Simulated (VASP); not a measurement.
Runs of VASP 6.6.1 on ZnCd2Te3. The structure is that of space group P3m1 (No. 156), or close to it. The cells are those of the table. 

| task | level | cell | cutoff (eV) | smearing | gap on the mesh (eV) | pressure (GPa) | largest force (eV/Å) |
| --- | --- | --- | --- | --- | --- | --- | --- |
| single point | r2SCAN+rVV10 | a = 4.497, b = 4.497, c = 11.095 Å, angles 90.0, 90.0, 120.0°, 6 atoms | 520 | fermi-dirac 0.03 eV | 1.17 | 0.2 | 0.01 |
| single point | PBEsol | a = 4.485, b = 4.484, c = 11.037 Å, angles 90.0, 90.0, 120.0°, 6 atoms | 520 | fermi-dirac 0.05 eV | 0.66 | 0.2 | 0.01 |
| single point | PBEsol | a = 4.484, b = 4.484, c = 11.038 Å, angles 90.0, 90.0, 120.0°, 6 atoms | 520 | fermi-dirac 0.03 eV | 0.66 | 0.2 | 0.01 |
| relaxation of cell and atoms | PBEsol | relaxed from a = 4.415, b = 4.415, c = 10.730 Å, angles 90.0, 90.0, 120.0°, 6 atoms | 600 | fermi-dirac 0.03 eV | (a) | 0.0 | 0.01 |

Alike in all rows: potentials or basis VASP PAW PBE potentials, release 64 (Zn, Cd, Te); no spin polarisation; k mesh 6 × 6 × 2.

Question: Fill in the values left out.

Answer: (a) 0.65.

Caveats: the PAW data sets were made with another functional, which shifts forces and pressure a little; spin-orbit coupling is left out, which moves the levels of the heavy elements.

A k mesh can miss the band edges, and the runs leave out spin-orbit coupling on Cd, Te.
